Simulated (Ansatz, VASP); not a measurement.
One calculation of TiC, two programs

File INCAR:

```
SYSTEM = TiC
PREC = Accurate ; ENCUT = 520
EDIFF = 1E-6 ; ISMEAR = 0
SIGMA = 0.15 ; LREAL = .FALSE.
LASPH = .TRUE. ; NELM = 60
ALGO = Normal ; ISIF = 2
LWAVE = .FALSE. ; LCHARG = .FALSE.
GGA = PE ; NBANDS = 24
```

Contents of KPOINTS:

```
Automatic mesh
0
G
  20 20 14
  0 0 0
```

The input POSCAR:

```
TiC
1.0
    0.0000000000     -2.1664615256     -2.1664615256
    0.0000000000      2.1664615256     -2.1664615256
    4.3329230512      0.0000000000      0.0000000000
Ti C
2 2
Direct
    0.5432733279      0.4567266721      0.5000000000
    0.9567266721      1.0432733279      0.0000000000
    0.4928115122      0.5071884878      0.0000000000
    0.0071884878     -0.0071884878      0.5000000000
```

Input for Ansatz:

```yaml
crystal:
  lattice:
    - [0.0, -2.1664615256, -2.1664615256]
    - [0.0, 2.1664615256, -2.1664615256]
    - [4.3329230512, 0.0, 0.0]
  atoms:
    - { symbol: Ti, position: [0.5432733279, 0.4567266721, 0.5] }
    - { symbol: Ti, position: [0.9567266721, 1.0432733279, 0.0] }
    - { symbol: C, position: [0.4928115122, 0.5071884878, 0.0] }
    - { symbol: C, position: [0.0071884878, -0.0071884878, 0.5] }
basis:
  ecutwfc: 420
kpoints:
  mp_grid: { grid: [20, 20, 14] }
hamiltonian:
  xc: pbe
scf:
  occupations: { method: gaussian, width: 0.15 }
output:
  forces: true
  stress: true
  eigenvalues: true
```

Change from the starting cell: mode 4 (285.4 1/cm) frozen in, largest displacement +0.188 Å.

Alike in both runs: task single point; functional PBE; k mesh 20 × 20 × 14; occupations gaussian, width 0.15 eV; no spin polarisation.

|  | VASP | Ansatz |
| --- | --- | --- |
| version | VASP 6.6.1 | Ansatz 0.2.0 |
| potentials or method | VASP PAW PBE potentials, release 64 (Ti_sv, C), cutoff 520 eV | scalar-relativistic, plane waves, PAW |
| valence electrons in the cell | 32 | 32 |

|  | VASP | Ansatz | Ansatz less VASP |
| --- | --- | --- | --- |
| gap on the k mesh at the Fermi level (eV) | none | none | - |
| pressure (GPa) | 5.3 | 5.1 | -0.22 |
| traceless stress, the component that is largest in VASP (GPa) | -6.96 | -6.93 | +0.024 |
| rms of the force components (eV/Å) | 1.205 | 1.202 | -0.0026 |

Atom by atom the forces differ by 0.007 eV/Å (rms over components). A gap of «none» marks a metal or a gap that the smearing closes.
